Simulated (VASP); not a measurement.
Input of a VASP 6.6.1 run:

The input INCAR:

```
PREC = Accurate ; ENCUT = 520
EDIFF = 1E-6 ; ISMEAR = 0
SIGMA = 0.1 ; LREAL = F
LASPH = T ; NELM = 100
ALGO = Normal ; ISIF = 2
LWAVE = F ; LCHARG = T
GGA = PE ; LELF = T
LVHAR = T ; NBANDS = 26
```

The input KPOINTS:

```
Automatic mesh
0
Gamma
  6 6 6
```

Contents of POSCAR:

```
ReBi2
1.0
   -1.6775803030      1.6775803030      6.8819822279
    1.6775803030     -1.6775803030      6.8819822279
    1.6775803030      1.6775803030     -6.8819822279
Re Bi
1 2
Direct
    0.0000000000      0.0000000000      0.0000000000
    0.6246984202      0.6246984202      0.0000000000
    0.3753015798      0.3753015798      0.0000000000
```

Potentials or basis: VASP PAW PBE potentials, release 64 (Re, Bi_d).

Run with:

```sh
$ cat potpaw_PBE.64/Re/POTCAR potpaw_PBE.64/Bi_d/POTCAR > POTCAR
$ mpirun -np 1 vasp_std > vasp.out
```

(1) Predict the largest force.

(2) Predict the pressure.

## Answers

(1) 0.006 eV/Å.

(2) 0.0 GPa.

Caveat: the k points lie up to 0.44 Å⁻¹ apart.
